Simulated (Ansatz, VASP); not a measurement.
Two plane-wave programs on Ga2S

```
Ga S
1.0
     2.82592    0.00000    0.00000
     0.00000    2.69087    0.00000
     0.00000    0.00000    7.56705
Ga S
2 1
Cartesian
  1.4130 0.0000 2.4578
  1.4130 0.0000 5.1092
  1.4130 0.0000 0.0000
```

Alike in both runs: functional PBE; k mesh 5 × 4 × 2; occupations gaussian, width 0.15 eV; no spin polarisation.

Ansatz relaxed the structure, and its values are those at the end. VASP's run is a single point on that final structure, the one shown.

```csv
,VASP,Ansatz
version,VASP 6.6.1,Ansatz 0.2.0
potentials or method,"VASP PAW PBE potentials, release 64 (Ga_d, S), cutoff 500 eV","scalar-relativistic, plane waves, PAW"
valence electrons in the cell,32,32
```

```csv
,VASP,Ansatz,Ansatz less VASP
gap on the k mesh at the Fermi level (eV),none,none,-
pressure (GPa),-0.4,-0.4,-0.03
```

A gap of «none» marks a metal or a gap that the smearing closes.

The k mesh is coarse, so the values compare programs but aren't converged.
